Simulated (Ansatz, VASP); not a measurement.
**One calculation of CdTe, two programs**

POSCAR

```
CdTe
1.0
    0.0000000000      3.2405000000      3.2405000000
    3.2405000000      0.0000000000      3.2405000000
    3.2405000000      3.2405000000      0.0000000000
Cd Te
1 1
Direct
    0.0000000000      0.0000000000      0.0000000000
    0.2500000000      0.2500000000      0.2500000000
```

INCAR.step1

```
SYSTEM = CdTe
ALGO = Normal
EDIFF = 1E-4
ENCUT = 520
GGA = PE
GGA_COMPAT = .FALSE.
ISMEAR = 0
LASPH = .TRUE.
LCHARG = .FALSE.
LREAL = .FALSE.
LSORBIT = .TRUE.
LWAVE = .TRUE.
MAGMOM = 0 0 0 0 0 0
NBANDS = 30
NELM = 150
PREC = Accurate
SIGMA = 0.01
```

INCAR.step2

```
SYSTEM = CdTe
ALGO = Normal
EDIFF = 1E-7
ENCUT = 520
GGA_COMPAT = .FALSE.
ISIF = 2
ISMEAR = 0
ISTART = 1
LASPH = .TRUE.
LCHARG = .FALSE.
LMIXTAU = .TRUE.
LORBIT = 11
LORBMOM = .TRUE.
LREAL = .FALSE.
LSORBIT = .TRUE.
LWAVE = .FALSE.
MAGMOM = 0 0 0 0 0 0
METAGGA = R2SCAN
NBANDS = 30
NELM = 150
PREC = Accurate
SIGMA = 0.01
```

KPOINTS

```
k-points
0
G
  8 8 8
  0 0 0
```

Input for Ansatz:

```yaml
crystal:
  lattice:
    - [0.0, 3.2405, 3.2405]
    - [3.2405, 0.0, 3.2405]
    - [3.2405, 3.2405, 0.0]
  atoms:
    - { symbol: Cd, position: [0.0, 0.0, 0.0] }
    - { symbol: Te, position: [0.25, 0.25, 0.25] }
scf:
  occupations: { method: gaussian, width: 0.01 }
  n_extra_bands: 8
output:
  eigenvalues: true
  eigenstates:
    kpoints: [[0, 0, 0], [0.5, 0.5, 0.5], [0.5, 0.5, 0]]
    e_range: [-6, 6]
  write_density: true
  write_potential: true
  elf: true
  volumetric_format: npy
hamiltonian:
  xc: r2scan
  pseudopotentials: { kind: paw_fr }
kpoints:
  mp_grid: { grid: [8, 8, 8] }
magnetization:
  noncollinear: true
  spin_orbit: true
```

Alike in both runs: task single point; functional r2SCAN; k mesh 8 × 8 × 8; occupations gaussian, width 0.01 eV; non-collinear spin, spin-orbit coupling.

```csv
,VASP,Ansatz
version,VASP 6.6.1,Ansatz 0.2.0
potentials or method,"VASP PAW PBE potentials, release 64 (Cd, Te)","plane waves, PAW"
plane-wave cutoff (eV),520,500
valence electrons in the cell,18,36
```

```tsv
	VASP	Ansatz	Ansatz less VASP
net moment per atom (μB)	0.00	0.00	0.000
```

VASP's potentials were made for PBE, not for r2SCAN. VASP's potentials hold 18 valence electrons a cell and Ansatz's 36, so a difference there can come from the potentials and not from the codes.
